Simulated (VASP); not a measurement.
A run of VASP 6.6.1 is set up as follows.

File POSCAR:

```
TePb
1.0
    0.0000000000      3.2310000000      3.2310000000
    3.2310000000      0.0000000000      3.2310000000
    3.2310000000      3.2310000000      0.0000000000
Pb Te
1 1
Direct
    0.0000000000      0.0000000000      0.0000000000
    0.5000000000      0.5000000000      0.5000000000
```

File INCAR.step1:

```
SYSTEM = TePb
  PREC = Accurate
  ENCUT = 520
  EDIFF = 1E-5
  ISMEAR = -1
  SIGMA = 0.05
  LREAL = .False.
  LASPH = .True.
  NELM = 60
  ALGO = Normal
  ISIF = 2
  LWAVE = .True.
  NBANDS = 17
  GGA = PE
```

INCAR.step2

```
SYSTEM = TePb
  PREC = Accurate
  ENCUT = 520
  EDIFF = 1E-7
  ISMEAR = -1
  SIGMA = 0.05
  LREAL = .False.
  LASPH = .True.
  NELM = 60
  ALGO = Normal
  ISIF = 2
  LWAVE = .False.
  LCHARG = .True.
  GGA = PS
  LHFCALC = .True.
  AEXX = 0.25
  HFSCREEN = 0.207
  PRECFOCK = Normal
  LELF = .True.
  LVHAR = .True.
  NBANDS = 17
  ISTART = 1
```

File KPOINTS:

```
regular mesh
0
Gamma
  4 4 4
  0 0 0
```

Potentials or basis: VASP PAW PBE potentials, release 64 (Pb_d, Te).

Launch:

```sh
$ cat potpaw_PBE.64/Pb_d/POTCAR potpaw_PBE.64/Te/POTCAR > POTCAR
$ cp INCAR.step1 INCAR
$ mpirun -np 1 vasp_std > vasp.out
$ cp INCAR.step2 INCAR
$ mpirun -np 1 vasp_std > vasp.out
```

Q: What does it give for the pressure?

A: -0.7 GPa.

Q: Estimate the band gap on the k mesh.

A: 1.02 eV.

Caveat: the k points lie up to 0.42 Å⁻¹ apart; the PAW data sets were made with another functional, which shifts forces and pressure a little; spin-orbit coupling is left out, which moves the levels of the heavy elements. A k mesh can miss the band edges.
